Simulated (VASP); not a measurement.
C9O, 10 atoms in the cell. The cell holds a slab with vacuum, 10 atoms: a = 4.931 Å, b = 4.931 Å, c = 16.650 Å, α = 90.00°, β = 90.00°, γ = 120.00°. 

* Program: VASP 6.6.1
* Task: single point
* Functional: PBE
* Dispersion: D3(BJ)
* Potentials or basis: VASP PAW PBE potentials, release 64 (C, O)
* Cutoff: 520 eV
* k mesh: 6 × 6 × 1
* Occupations: gaussian, width 0.1 eV
* Spin: no spin polarisation
* Dipole correction: yes
* Further INCAR settings: ALGO = Normal; EDIFF = 1e-06; NBANDS = 32

Potentials or basis: VASP PAW PBE potentials, release 64 (C, O).

Run with:

```sh
$ cat potpaw_PBE.64/C/POTCAR potpaw_PBE.64/O/POTCAR > POTCAR
$ mpirun -np 1 vasp_std > vasp.out
```

Hardware: 1 thread of Intel(R) Xeon(R) 6975P-C (Granite Rapids) (shared host).

How long does it take, and how much memory?

Wall time 88 s on 1 thread of Intel(R) Xeon(R) 6975P-C (Granite Rapids), on a shared host, peak memory 0.49 GiB. Counts: scf iterations 21, k points 7.
